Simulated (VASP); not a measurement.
Here is a VASP 6.6.1 calculation.

Contents of INCAR:

```
SYSTEM = B3F2
PREC     = Accurate       ! precision mode
ENCUT    = 520            ! plane-wave cutoff, eV
EDIFF    = 1E-6           ! SCF threshold, eV
ISMEAR   = 0              ! smearing method
SIGMA    = 0.1            ! smearing width, eV
LREAL    = .False.        ! projectors in reciprocal space
LASPH    = .True.         ! aspherical terms in the spheres
NELM     = 100            ! most SCF steps
ALGO     = Fast           ! electronic algorithm
ISIF     = 2              ! what is computed and relaxed
LWAVE    = .False.        ! write WAVECAR
LCHARG   = .False.        ! write CHGCAR
GGA      = PE             ! functional
NBANDS   = 34             ! bands
```

KPOINTS

```
regular mesh
0
Gamma
  6 6 2
  0 0 0
```

File POSCAR:

```
B3F2
1.0
    3.1877114100      0.0000000000      0.0000000000
   -1.5938557100      2.7606390600      0.0000000000
    0.0000000000      0.0000000000      9.5322426100
B F
6 4
Direct
    0.0000000000      0.0000000000      0.2500000000
    0.0000000000      0.0000000000      0.7500000000
    0.3333333300      0.6666666700      0.9300000100
    0.6666666700      0.3333333300      0.4300000100
    0.3333333300      0.6666666700      0.5699999900
    0.6666666700      0.3333333300      0.0699999900
    0.3333333300      0.6666666700      0.1430000100
    0.6666666700      0.3333333300      0.6430000100
    0.3333333300      0.6666666700      0.3569999900
    0.6666666700      0.3333333300      0.8569999900
```

Potentials or basis: VASP PAW PBE potentials, release 64 (B, F).

Command:

```console
$ cat potpaw_PBE.64/B/POTCAR potpaw_PBE.64/F/POTCAR > POTCAR
$ mpirun -np 1 vasp_std > vasp.out
```

Task: Predict the band gap on the k mesh.

Result: Zero (bands 23 and 24 overlap by 1.40 eV).

Task: Estimate the largest force.

Result: 0.611 eV/Å.

Task: What does it give for the pressure?

Result: 46.8 GPa.

Forces on the atoms (eV/Å):
```
B    0.000  0.000  0.000
B    0.000  0.000  0.000
B    0.000  0.000  0.611
B    0.000  0.000  0.611
B    0.000  0.000 -0.611
B    0.000  0.000 -0.611
F    0.000  0.000  0.079
F    0.000  0.000  0.079
F    0.000  0.000 -0.079
F    0.000  0.000 -0.079
```

Caveat: the k points lie up to 0.38 Å⁻¹ apart, too coarse for converged energies and pressures of a metal.
